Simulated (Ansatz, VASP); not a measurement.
**C: VASP beside Ansatz**

The input INCAR:

```
PREC     = Accurate       # precision mode
ENCUT    = 600            # plane-wave cutoff, eV
EDIFF    = 1E-6           # SCF threshold, eV
ISMEAR   = 0              # smearing method
SIGMA    = 0.02           # smearing width, eV
LREAL    = F              # projectors in reciprocal space
LASPH    = T              # aspherical terms in the spheres
NELM     = 120            # most SCF steps
ALGO     = Normal         # electronic algorithm
ISIF     = 2              # what is computed and relaxed
LWAVE    = F              # write WAVECAR
LCHARG   = F              # write CHGCAR
GGA      = PE             # functional
IVDW     = 12             # dispersion correction
NBANDS   = 11             # bands
GGA_COMPAT= F
```

The input KPOINTS:

```
regular mesh
0
Gamma
  12 12 12
```

Contents of POSCAR:

```
C
1.0
    0.0000000000      1.7784858939      1.7784858939
    1.7784858939      0.0000000000      1.7784858939
    1.7784858939      1.7784858939      0.0000000000
C
2
Direct
    0.0000000000      0.0000000000      0.0000000000
    0.2500000000      0.2500000000      0.2500000000
```

Input for Ansatz:

```yaml
crystal:
  lattice:
    - [0.0, 1.7784858939, 1.7784858939]
    - [1.7784858939, 0.0, 1.7784858939]
    - [1.7784858939, 1.7784858939, 0.0]
  atoms:
    - { symbol: C, position: [0.0, 0.0, 0.0] }
    - { symbol: C, position: [0.25, 0.25, 0.25] }
basis:
  ecutwfc: 420
kpoints:
  mp_grid: { grid: [12, 12, 12] }
  band_path:
    path:
      - [[0.0, 0.0, 0.0], [0.5, 0.0, 0.5], [0.625, 0.25, 0.625]]
      - [[0.375, 0.375, 0.75], [0.0, 0.0, 0.0], [0.5, 0.5, 0.5], [0.5, 0.25, 0.75], [0.5, 0.0, 0.5]]
    npoints: 10
hamiltonian:
  xc: pbe
  dispersion: d3bj
  pseudopotentials: { kind: paw, azcp: { folder: soft_1 } }
scf:
  occupations: { method: gaussian, width: 0.02 }
  n_extra_bands: 7
output:
  forces: true
  stress: true
  eigenvalues: true
```

Alike in both runs: task single point; functional PBE; dispersion D3(BJ); k mesh 12 × 12 × 12; occupations gaussian, width 0.02 eV; no spin polarisation.

```csv
,VASP,Ansatz
version,VASP 6.6.1,Ansatz 0.2.0
potentials or method,"VASP PAW PBE potentials, release 64 (C), cutoff 600 eV","scalar-relativistic, plane waves, PAW"
valence electrons in the cell,8,8
```

```csv
,VASP,Ansatz,Ansatz less VASP
gap on the k mesh at the Fermi level (eV),4.17,4.18,+0.007
least direct gap on the mesh (eV),5.61,5.62,+0.002
pressure (GPa),0.0,0.0,-0.01
```
